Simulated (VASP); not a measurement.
Write the native input for VASP 6.6.1 that does the following.

| Quantity | Value |
| --- | --- |
| Task | single point |
| Functional | BLYP |
| Potentials or basis | VASP PAW PBE potentials, release 64 (Pd) |
| Cutoff | 520 eV |
| k mesh | 10 × 10 × 10 |
| Occupations | fermi-dirac, width 0.05 eV |
| Spin | collinear spin, ferromagnetic start |
| Starting moments | [-0.424, -0.424] μB |
| Dipole correction | no |
| Further INCAR settings | ALGO = Normal; EDIFF = 1e-06; NBANDS = 21 |

The structure of Pd lies in POSCAR:

```
Pd
1.0
    0.0000000000      3.0787190728      3.0787190728
    3.0787190728      0.0000000000      3.0787190728
    3.0787190728      3.0787190728      0.0000000000
Pd
2
Direct
    0.1250000000      0.1250000000      0.1250000000
    0.8750000000      0.8750000000      0.8750000000
```

This cell differs from its parent crystal: volume scaled by 1.12.

These files were run (other wordings do the same):

INCAR

```
AGGAC    = 1.0          
AGGAX    = 1.0          
ALDAC    = 0.0          
ALDAX    = 1.0          
ALGO     = Normal         # electronic algorithm
EDIFF    = 1E-6           # SCF threshold, eV
ENCUT    = 520            # plane-wave cutoff, eV
GGA      = B5             # functional
ISIF     = 2              # what is computed and relaxed
ISMEAR   = -1             # smearing method
ISPIN    = 2              # spin polarisation
LASPH    = True           # aspherical terms in the spheres
LCHARG   = True           # write CHGCAR
LELF     = True           # ELF
LMAXMIX  = 4              # l up to which the mixer works
LORBIT   = 11             # projections on sites
LREAL    = False          # projectors in reciprocal space
LVHAR    = True         
LWAVE    = False          # write WAVECAR
MAGMOM   = -0.424 -0.424  # initial moments
NBANDS   = 21             # bands
NELM     = 150            # most SCF steps
PREC     = Accurate       # precision mode
SIGMA    = 0.05           # smearing width, eV
```

KPOINTS

```
k-points
0
Gamma
  10 10 10
```

Potentials or basis: VASP PAW PBE potentials, release 64 (Pd).

Launch:

```console
$ cat potpaw_PBE.64/Pd/POTCAR > POTCAR
$ mpirun -np 1 vasp_std > vasp.out
```

It gave:

```json
{"Pressure": "-4.6 GPa", "Net moment": "-0.84 μB per cell", "Site moments": "Pd -0.41 μB", "Valence electrons inside the program's atomic spheres": "Pd 9.13"}
```

Caveat: the PAW data sets were made with another functional, which shifts forces and pressure a little.

Wall time 41 s on 1 thread of Intel(R) Xeon(R) 6975P-C (Granite Rapids), with other jobs on the host, peak memory 0.24 GiB.
